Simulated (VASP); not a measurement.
# Ga8HN8 (a cell with a defect) in VASP: further runs

The runs below take Ga8HN8 (a cell with a defect) through single point, with PBE.

Program: VASP 6.6.1. These are calculated values, not measurements. Logs are shortened: lines on timing, memory, paths and dates and some standing lists are left out, and cuts for length are marked.

## Step 1: The cell of the first run

The cell holds a defect, 17 atoms: a = 6.433 Å, b = 6.433 Å, c = 6.433 Å, α = 60.00°, β = 60.00°, γ = 60.00°.

## Step 2: Single point, PBE

Contents of INCAR:

```
SYSTEM = Ga8HN8
  PREC = Accurate
  ENCUT = 520
  EDIFF = 1E-6
  ISMEAR = 0
  SIGMA = 0.02
  LREAL = Auto
  LASPH = .True.
  NELM = 100
  ALGO = Normal
  ISIF = 2
  LWAVE = .False.
  LCHARG = .False.
  GGA = PE
  NBANDS = 86
  NELECT = 144.0
```

Contents of KPOINTS:

```
regular mesh
0
Gamma
  3 3 3
  0 0 0
```

Contents of POSCAR:

```
Ga8HN8
1.0
    0.0000000000      4.5484769755     -4.5484769755
    4.5484769755      4.5484769755      0.0000000000
    4.5484769755      0.0000000000     -4.5484769755
Ga N H
8 8 1
Direct
    0.0145036460      0.0336058643      0.4755672089
   -0.0093650029      0.4957097754      0.4974103446
    0.5033459579     -0.0074023679      0.4992903146
    0.5045582318      0.4876090419      0.5035385498
   -0.0015706356     -0.0030251884      1.0019199887
   -0.0093648930      0.4957096655      1.0154891461
    0.5033458479     -0.0074022580      1.0040103588
    0.4934723232      0.4897508577      1.0080104889
    0.1307912524      0.1272848039      0.1139757336
    0.1199047512      0.6231178074      0.1281107947
    0.6261037519      0.1173352098      0.1279027031
    0.6133092495      0.6169619007      0.1363368449
    0.1307912524      0.1272848039      0.6271923581
    0.0702974868      0.6494693753      0.6397386456
    0.6330274981      0.1123941053      0.6269113849
    0.6133094693      0.6169619007      0.6326361583
    0.8742501108      0.7682453970      0.6783744354
```

Potentials or basis: VASP PAW PBE potentials, release 64 (Ga_d, N, H).

Started as:

```console
$ cat potpaw_PBE.64/Ga_d/POTCAR potpaw_PBE.64/N/POTCAR potpaw_PBE.64/H/POTCAR > POTCAR
$ mpirun -np 1 vasp_std > vasp.out
```

OUTCAR:

```text
SYSTEM = Ga8HN8
   PREC = Accurate
   ENCUT = 520
   EDIFF = 1E-6
   ISMEAR = 0
   LREAL = Auto
   LASPH = .True.
   NELM = 100
   ISIF = 2
   GGA = PE
   NELECT = 144.0

 ion  position               nearest neighbor table
   1  0.015  0.034  0.476-  17 1.89   9 1.91  13 1.91  15 2.02  14 2.06
   2  0.991  0.496  0.497-  13 1.94  10 1.94  16 1.98  14 1.99
   3  0.503  0.993  0.499-  11 1.95  13 1.96  16 1.97  15 1.98
   4  0.505  0.488  0.504-  16 1.93  12 1.93  15 1.97  14 2.28
   5  0.998  0.997  0.002-  11 1.96  10 1.96   9 1.97  13 1.97
   6  0.991  0.496  0.015-   9 1.94  10 1.94  12 1.98  14 1.99
   7  0.503  0.993  0.004-  11 1.95   9 1.96  12 1.97  15 1.98
   8  0.493  0.490  0.008-  11 1.96  10 1.96  12 1.97  16 1.97
   9  0.131  0.127  0.114-   1 1.91   6 1.94   7 1.96   5 1.97
  10  0.120  0.623  0.128-   6 1.94   2 1.94   8 1.96   5 1.96
  11  0.626  0.117  0.128-   3 1.95   7 1.95   5 1.96   8 1.96
  12  0.613  0.617  0.136-   4 1.93   8 1.97   7 1.97   6 1.98
  13  0.131  0.127  0.627-   1 1.91   2 1.94   3 1.96   5 1.97
  14  0.070  0.649  0.640-  17 1.07   2 1.99   6 1.99   1 2.06   4 2.28
  15  0.633  0.112  0.627-   4 1.97   7 1.98   3 1.98   1 2.02
  16  0.613  0.617  0.633-   4 1.93   8 1.97   3 1.97   2 1.98
  17  0.874  0.768  0.678-  14 1.07   1 1.89

  LATTYP: Found a face centered cubic cell.
 ALAT       =     9.0969539510

  Lattice vectors:

 A1 = (   0.0000000000,   4.5484769755,  -4.5484769755)
 A2 = (   4.5484769755,   4.5484769755,   0.0000000000)
 A3 = (   4.5484769755,   0.0000000000,  -4.5484769755)

Analysis of symmetry for initial positions (statically):
=====================================================================
 Subroutine PRICEL returns:
 Original cell was already a primitive cell.

 Routine SETGRP: Setting up the symmetry group for a
 face centered cubic supercell.

 Subroutine GETGRP returns: Found  2 space group operations
 (whereof  1 operations were pure point group operations)
 out of a pool of 48 trial point group operations.

The static configuration has the point symmetry C_1 .
 The point group associated with its full space group is C_1h.

Analysis of symmetry for dynamics (positions and initial velocities):
=====================================================================
 Subroutine PRICEL returns:
 Original cell was already a primitive cell.

 Routine SETGRP: Setting up the symmetry group for a
 face centered cubic supercell.

 Subroutine GETGRP returns: Found  2 space group operations
 (whereof  1 operations were pure point group operations)
 out of a pool of 48 trial point group operations.

The dynamic configuration has the point symmetry C_1 .
 The point group associated with its full space group is C_1h.

 Subroutine INISYM returns: Found  2 space group operations
 (whereof  1 operations are pure point group operations),
 and found     1 'primitive' translations

----------------------------------------------------------------------------------------

                                     Primitive cell

  volume of cell :     188.2036

  direct lattice vectors                    reciprocal lattice vectors
     0.000000000  4.548476975 -4.548476975    -0.109926906  0.109926906 -0.109926906
     4.548476975  4.548476975  0.000000000     0.109926906  0.109926906  0.109926906
     4.548476975  0.000000000 -4.548476975     0.109926906 -0.109926906 -0.109926906

  length of vectors
     6.432517827  6.432517827  6.432517827     0.190398986  0.190398986  0.190398986

  position of ions in fractional coordinates (direct lattice)
     0.014503646  0.033605864  0.475567209
     0.990634997  0.495709775  0.497410345
     0.503345958  0.992597632  0.499290315
     0.504558232  0.487609042  0.503538550
     0.998429364  0.996974812  0.001919989
     0.990635107  0.495709666  0.015489146
[... 9 lines left out ...]
     0.613309469  0.616961901  0.632636158
     0.874250111  0.768245397  0.678374435

  ion indices of the primitive-cell ions
   primitive index   ion index
                 1           1
                 2           2
                 3           3
                 4           4
                 5           5
                 6           6
[... 9 lines left out ...]
                16          16
                17          17

----------------------------------------------------------------------------------------

 KPOINTS: regular mesh

Automatic generation of k-mesh.
 Grid dimensions read from file:
 generate k-points for:    3    3    3

 Generating k-lattice:

  Cartesian coordinates                     Fractional coordinates (reciprocal lattice)
    -0.036642302  0.036642302 -0.036642302     0.333333333  0.000000000  0.000000000
     0.036642302  0.036642302  0.036642302     0.000000000  0.333333333  0.000000000
     0.036642302 -0.036642302 -0.036642302     0.000000000  0.000000000  0.333333333

  Length of vectors
     0.063466329  0.063466329  0.063466329

  Shift w.r.t. Gamma in fractional coordinates (k-lattice)
     0.000000000  0.000000000  0.000000000

 Subroutine IBZKPT returns following result:
 ===========================================

 Found     10 irreducible k-points:

 Following reciprocal coordinates:
            Coordinates               Weight
  0.000000  0.000000  0.000000      1.000000
  0.333333  0.000000  0.000000      2.000000
  0.000000  0.333333  0.000000      2.000000
  0.000000  0.000000  0.333333      4.000000
  0.333333  0.333333  0.000000      2.000000
  0.000000  0.333333  0.333333      4.000000
 -0.333333  0.333333  0.000000      2.000000
  0.000000 -0.333333  0.333333      4.000000
  0.333333  0.000000 -0.333333      4.000000
  0.333333  0.333333 -0.333333      2.000000
   k-points           NKPTS =     10   k-points in BZ     NKDIM =     10   number of bands    NBANDS=     86
   number of dos      NEDOS =    301   number of ions     NIONS =     17
   total plane-waves  NPLWV = 110592
   dimension x,y,z NGX =    48 NGY =   48 NGZ =   48
   dimension x,y,z NGXF=    96 NGYF=   96 NGZF=   96
   ions per type =               8   8   1
   NGX,Y,Z   is equivalent  to a cutoff of  12.41, 12.41, 12.41 a.u.
   NGXF,Y,Z  is equivalent  to a cutoff of  24.81, 24.81, 24.81 a.u.
 SYSTEM =  Ga8HN8
   PREC   = accura    normal or accurate (medium, high low for compatibility)
   ISTART =      0    job   : 0-new  1-cont  2-samecut
   ICHARG =      2    charge: 1-file 2-atom 10-const
   ISPIN  =      1    spin polarized calculation?
   LNONCOLLINEAR =      F non collinear calculations
   LSORBIT =      F    spin-orbit coupling
   LASPH  =      T    aspherical Exc in radial PAW
   ENCUT  =  520.0 eV  38.22 Ry    6.18 a.u.  11.96 11.96 11.96*2*pi/ulx,y,z
   NELM   =    100;   NELMIN=  2; NELMDL= -5     # of ELM steps
   EDIFF  = 0.1E-05   stopping-criterion for ELM
   LREAL  =      T    real-space projection
   EDIFFG = 0.1E-04   stopping-criterion for IOM
   NSW    =      0    number of steps for IOM
   IBRION =     -1    ionic relax: 0-MD 1-quasi-New 2-CG
   NFREE  =      0    steps in history (QN), initial steepest desc. (CG)
   ISIF   =      2    stress and relaxation
   ISYM   =      2    0-nonsym 1-usesym 2-fastsym
   POTIM  = 0.5000    time-step for ionic-motion
   TEBEG  =    0.0;   TEEND  =   0.0 temperature during run
   PSTRESS=    0.0 pullay stress
   NELECT =     144.0000    total number of electrons
   NUPDOWN=      -1.0000    fix difference up-down
   EMIN   =  10.00;   EMAX   =-10.00  energy-range for DOS
   EFERMI =   0.00;   METHOD = LEGACY
   ISMEAR =     0;   SIGMA  =   0.02  broadening in eV -4-tet -1-fermi 0-gaus
   EFERMI_NEDOS =   21; number of points for ismear=-14 and -15
   IALGO  =     38    algorithm
   IMIX   =      4    mixing-type and parameters
     AMIX     =   0.40;   BMIX     =  1.00
     AMIX_MAG =   1.60;   BMIX_MAG =  1.00
  volume/ion in A,a.u.               =      11.07        74.71
  Fermi-wavevector in a.u.,A,eV,Ry     =   1.497337  2.829557 30.504523  2.242019
  Thomas-Fermi vector in A             =   2.609238
   LORBIT       =      0    0 simple, 1 ext, 2 COOP (PROOUT), +10 PAW based schemes
   GGA     = PE    functional components
   LHFCALC =     F    Hartree Fock is set to
   AEXX    =    0.0000 exact exchange contribution
   IVDW    =     0    specifies the selected vdW correction
   LEPSILON=     F    determine dielectric tensor
   LRPA    =     F    only Hartree local field effects (RPA)
 non-spin polarized calculation
 Gauss-broadening in eV      SIGMA  =   0.02
  energy-cutoff  :      520.00
  volume of cell :      188.20
 maximum number of plane-waves:      5066
   NGX = 23   NGY = 23   NGZ = 23

 number of electron     144.0000016 magnetization

 Free energy of the ion-electron system (eV)
  ---------------------------------------------------
  ext. energy  EPLUGINS =         0.00000000
  ---------------------------------------------------
  free energy    TOTEN  =      -105.52247034 eV

  energy without entropy =     -105.52247034  energy(sigma->0) =     -105.52247034

 E-fermi :   5.1331     XC(G=0): -11.5082

 val. band max:        5.0062961123   @ k =   0.0000   0.0000   0.0000
 cond. band min:       6.5011860611   @ k =   0.0000   0.0000   0.0000
 fundamental gap:      1.4948899488
 Fermi energy:         5.1331358673

 k-point     1 :       0.0000    0.0000    0.0000
  band No.  band energies     occupation
      1     -11.4284      2.00000
      2     -10.3591      2.00000
      3      -9.9398      2.00000
      4      -9.9255      2.00000
      5      -9.8165      2.00000
      6      -9.7452      2.00000
[... 76 lines left out ...]
     83      11.7762      0.00000
     84      13.3393      0.00000

 k-point     2 :       0.3333    0.0000    0.0000
  band No.  band energies     occupation
      1     -11.3302      2.00000
      2     -10.2562      2.00000
      3      -9.9920      2.00000
      4      -9.8989      2.00000
      5      -9.7904      2.00000
      6      -9.7644      2.00000
[... 685 lines left out ...]
     83      12.4069      0.00000
     84      12.5729      0.00000

 k-point    10 :       0.3333    0.3333   -0.3333
  band No.  band energies     occupation
      1     -11.2588      2.00000
      2     -10.1043      2.00000
      3     -10.0640      2.00000
      4      -9.8355      2.00000
      5      -9.8231      2.00000
      6      -9.7812      2.00000
[... 76 lines left out ...]
     83      12.4344      0.00000
     84      12.5649      0.00000
 [bands above 84 left out]

------------------------ aborting loop because EDIFF is reached ----------------------------------------

  FORCE on cell =-STRESS in cart. coord.  units (eV):
  Direction    XX          YY          ZZ          XY          YZ          ZX
  --------------------------------------------------------------------------------------
  -------------------------------------------------------------------------------------
  Total       -6.7278344     -5.2852514     -6.7278344      1.3943275      1.3943285     -2.0688777
  in kB      -57.2740483    -44.9933403    -57.2740483     11.8699089     11.8699171    -17.6123539
  external PRESSURE =     -53.1804789 kB  Pullay stress =       0.0000000 kB

 VOLUME and BASIS-vectors are now :
 -----------------------------------------------------------------------------
  energy-cutoff  :      520.00
  volume of cell :      188.20
      direct lattice vectors                 reciprocal lattice vectors
     0.000000000  4.548476975 -4.548476975    -0.109926906  0.109926906 -0.109926906
     4.548476975  4.548476975  0.000000000     0.109926906  0.109926906  0.109926906
     4.548476975  0.000000000 -4.548476975     0.109926906 -0.109926906 -0.109926906

 POSITION                                       TOTAL-FORCE (eV/Angst)
 -----------------------------------------------------------------------------------
      2.31596      0.21882     -2.22908         0.131380     -0.100809      0.131380
      4.51718      6.76060     -6.76834        -0.086902     -0.045892      0.021899
      6.78582      6.80426     -4.56047         0.064702      0.068234      0.014654
      4.50821      4.51285     -4.58531        -0.073813      0.137901     -0.073813
      4.54345      9.07605     -4.55007         0.013942     -0.002592      0.013942
      2.32518      6.76060     -4.57633         0.021899     -0.045892     -0.086902
[... 9 lines left out ...]
      5.68377      5.59586     -5.66715         0.064592      0.072723      0.025477
      6.57992      7.47085     -7.06208        -0.538761     -0.271617     -0.538761
 -----------------------------------------------------------------------------------
    total drift:                                0.004091      0.000532     -0.000316

  FREE ENERGIE OF THE ION-ELECTRON SYSTEM (eV)
  ---------------------------------------------------
  free  energy   TOTEN  =      -105.5224703432 eV

  energy  without entropy=     -105.5224703432  energy(sigma->0) =     -105.52247034
```

Run time: 3.6 min. Hardware: 1 thread of Intel Xeon 6975P-C (Granite Rapids), shared host; peak memory 0.37 GiB.

Results:

```yaml
Free_energy: -105.5225 eV
Largest_force: 0.809 eV/Å
```

Forces on the atoms (eV/Å):
```
Ga   0.131 -0.101  0.131
Ga  -0.087 -0.046  0.022
Ga   0.065  0.068  0.015
Ga  -0.074  0.138 -0.074
Ga   0.014 -0.003  0.014
Ga   0.022 -0.046 -0.087
Ga   0.015  0.068  0.065
Ga   0.001  0.032  0.001
N    0.027 -0.043 -0.020
N   -0.002  0.017 -0.002
N    0.014  0.019  0.014
N    0.025  0.073  0.065
N   -0.020 -0.043  0.027
N    0.033 -0.102  0.033
N    0.309  0.166  0.309
N    0.065  0.073  0.025
H   -0.539 -0.272 -0.539
```

Levels at points of the mesh, in eV from the Fermi level:
```csv
k point,band 69,band 70,band 71,band 72,band 73,band 74,band 75,band 76
"(0.00, 0.00, 0.00)",-0.94,-0.20,-0.16,-0.13,1.37,2.75,3.29,3.53
```

Caveat: the cell carries a net charge on a neutralising background, which shifts energy and pressure; the cell is charged against a uniform background, so pressure and absolute levels hang on convention.

## Step 3: Single point, PBE

Contents of INCAR:

```
PREC = Accurate ; ENCUT = 520
EDIFF = 1E-6 ; ISMEAR = 0
SIGMA = 0.02 ; LREAL = Auto
LASPH = T ; NELM = 80
ALGO = Normal ; ISIF = 2
LWAVE = F ; LCHARG = F
GGA = PE ; NELECT = 144.0
NBANDS = 86
```

Contents of KPOINTS:

```
Automatic mesh
0
Gamma
  3 3 3
```

Contents of POSCAR:

```
Ga8HN8
1.0
    0.0000000000      4.5484769755     -4.5484769755
    4.5484769755      4.5484769755      0.0000000000
    4.5484769755      0.0000000000     -4.5484769755
Ga N H
8 8 1
Direct
    0.0336170768      0.0144757246      0.4763298818
   -0.0073748862      0.5033639859      0.5000371580
    0.4957008713     -0.0093684106      0.4982096232
    0.4876124496      0.5044442376      0.5043479416
   -0.0030327734     -0.0016213119      1.0027032179
   -0.0073749961      0.5033638759      1.0047262028
    0.4957007614     -0.0093685205      1.0162103765
    0.4897685559      0.4934658375      1.0087589812
    0.1272439111      0.1308009259      0.1147432432
    0.1173692871      0.6260949578      0.1286440501
    0.6231052757      0.1198836452      0.1288818220
    0.6169539859      0.6133077105      0.1371098509
    0.1272440210      0.1308008160      0.6279643748
    0.1124199381      0.6329829777      0.6276748273
    0.6493960541      0.0704193957      0.6404684504
    0.6169540959      0.6133076005      0.6333809131
    0.7682657335      0.8743704808      0.6790580708
```

Potentials or basis: VASP PAW PBE potentials, release 64 (Ga_d, N, H).

Started as:

```console
$ cat potpaw_PBE.64/Ga_d/POTCAR potpaw_PBE.64/N/POTCAR potpaw_PBE.64/H/POTCAR > POTCAR
$ mpirun -np 1 vasp_std > vasp.out
```

It took 4 min on 1 thread of Intel Xeon 6975P-C (Granite Rapids), shared host; peak memory 0.37 GiB.

Results (log left out):

```
Free energy   : -105.5225 eV
Largest force : 0.812 eV/Å
```

Forces on the atoms (eV/Å):
```
Ga  -0.133 -0.095 -0.133
Ga  -0.016  0.063 -0.062
Ga  -0.026 -0.049  0.092
Ga   0.073  0.144  0.073
Ga  -0.011  0.000 -0.011
Ga  -0.062  0.063 -0.016
Ga   0.092 -0.049 -0.026
Ga  -0.003  0.033 -0.003
N    0.018 -0.042 -0.029
N   -0.014  0.017 -0.014
N    0.003  0.016  0.003
N   -0.066  0.074 -0.025
N   -0.029 -0.042  0.018
N   -0.306  0.168 -0.306
N   -0.037 -0.103 -0.037
N   -0.025  0.074 -0.066
H    0.541 -0.272  0.541
```

Levels at points of the mesh, in eV from the Fermi level:
```csv
k point,band 68,band 69,band 70,band 71,band 72,band 73,band 74,band 75,band 76,band 77
"(0.00, 0.00, 0.00)",-0.97,-0.94,-0.20,-0.16,-0.13,1.37,2.75,3.29,3.53,3.71
```

Caveat: the cell carries a net charge on a neutralising background, which shifts energy and pressure; the cell is charged against a uniform background, so pressure and absolute levels hang on convention.

## Step 4: Single point, PBE

Contents of INCAR:

```
PREC     = Accurate       # precision mode
ENCUT    = 520            # plane-wave cutoff, eV
EDIFF    = 1E-7           # SCF threshold, eV
ISMEAR   = 0              # smearing method
SIGMA    = 0.02           # smearing width, eV
LREAL    = Auto         
LASPH    = T              # aspherical terms in the spheres
NELM     = 60             # most SCF steps
ALGO     = Normal         # electronic algorithm
ISIF     = 2              # what is computed and relaxed
LWAVE    = F              # write WAVECAR
LCHARG   = T              # write CHGCAR
GGA      = PE             # functional
LELF     = T              # ELF
LVHAR    = T            
NELECT   = 144.0        
NBANDS   = 86             # bands
```

KPOINTS is that of step 3.

Contents of POSCAR:

```
Ga8HN8
1.0
    4.5484769843      0.0000000000      4.5484769843
    0.0000000000     -4.5484769843      4.5484769843
    4.5484769843     -4.5484769843      0.0000000000
Ga N H
8 8 1
Direct
    0.0035480008      0.4988727013      0.5045112920
    0.0076355229      0.0076348633      0.4945732402
    0.5031498473      0.5031487480      0.5055343817
    0.4988735807      0.0035475611      0.5045112920
    0.0152048697      0.4970734177      0.9916765580
    0.0015527175      0.0015522778      0.9995777742
    0.4752210482      0.4752206085      1.0155869791
    0.4970742971      0.0152035506      0.9916767779
    0.1135708726      0.6267608938      0.1319842888
    0.1277091215      0.1277082421      0.1210719548
    0.6393302659      0.6393300461      0.0714727152
    0.6267614434      0.1135703229      0.1319841789
    0.1359743057      0.6323112132      0.6144502895
    0.1275635783      0.1275629188      0.6272987661
    0.6265261998      0.6265255403      0.6342292178
    0.6323119827      0.1359735362      0.6144499598
    0.6780005726      0.6779983741      0.8755051446
```

Started as:

```console
$ cat potpaw_PBE.64/Ga_d/POTCAR potpaw_PBE.64/N/POTCAR potpaw_PBE.64/H/POTCAR > POTCAR
$ mpirun -np 1 vasp_std > vasp.out
```

Run time: 10 min. Hardware: 1 thread of AMD EPYC 7R13 (Zen 3), shared host; peak memory 0.35 GiB.

It converged, with:

```yaml
Free_energy: -105.5229 eV
Largest_force: 0.797 eV/Å
```

Forces in eV/Å, atoms in the order of the input:
```
Ga  -0.060  0.010 -0.059
Ga   0.004 -0.004 -0.026
Ga   0.080 -0.080 -0.130
Ga  -0.010  0.060 -0.059
Ga   0.087  0.020  0.037
Ga  -0.013  0.013 -0.004
Ga  -0.130  0.130  0.094
Ga  -0.020 -0.087  0.037
N    0.019  0.027  0.049
N    0.002 -0.002 -0.009
N   -0.021  0.021  0.103
N   -0.027 -0.019  0.049
N   -0.070  0.032 -0.078
N   -0.021  0.021 -0.028
N   -0.317  0.317 -0.172
N   -0.032  0.070 -0.078
H    0.529 -0.529  0.276
```

Levels at points of the mesh, in eV from the Fermi level:
| k point | band 68 | band 69 | band 70 | band 71 | band 72 | band 73 | band 74 | band 75 | band 76 | band 77 |
| --- | --- | --- | --- | --- | --- | --- | --- | --- | --- | --- |
| (0.00, 0.00, 0.00) | -1.00 | -0.97 | -0.23 | -0.19 | -0.15 | 1.34 | 2.72 | 3.27 | 3.51 | 3.68 |

Caveat: the cell carries a net charge on a neutralising background, which shifts energy and pressure; the cell is charged against a uniform background, so pressure and absolute levels hang on convention.
